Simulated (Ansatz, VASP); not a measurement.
## CuO in VASP and in Ansatz

```xyz
4
Lattice="1.9711 -2.1320 0.0000 1.9711 2.1320 0.0000 0.0000 0.0000 5.1559" Properties=species:S:1:pos:R:3 pbc="T T T"
Cu    0.9855   -1.0660    0.0000
Cu    0.9855    1.0660    2.5780
O     1.9711    0.0000    1.2890
O     1.9711    0.0000    3.8669
```

Alike in both runs: functional PBE; k mesh 8 × 8 × 5; occupations fermi-dirac, width 0.05 eV; no spin polarisation.

```csv
,VASP,Ansatz
version,VASP 6.6.1,Ansatz 0.2.0
potentials or method,"VASP PAW PBE potentials, release 64 (Cu, O)",Ansatz PAW
plane-wave cutoff (eV),520,420
valence electrons in the cell,34,50
task,single point,band structure
```

```csv
,VASP,Ansatz,Ansatz less VASP
gap on the k mesh at the Fermi level (eV),none,none,-
pressure (GPa),5.0,4.3,-0.72
"traceless stress, the component that is largest in VASP (GPa)",0.38,0.64,+0.255
```

A gap of «none» marks a metal or a gap that the smearing closes. The functional is the same, so the differences come from potentials, cutoffs and numerics. VASP's potentials hold 34 valence electrons a cell and Ansatz's 50, so a difference there can come from the potentials and not from the codes.
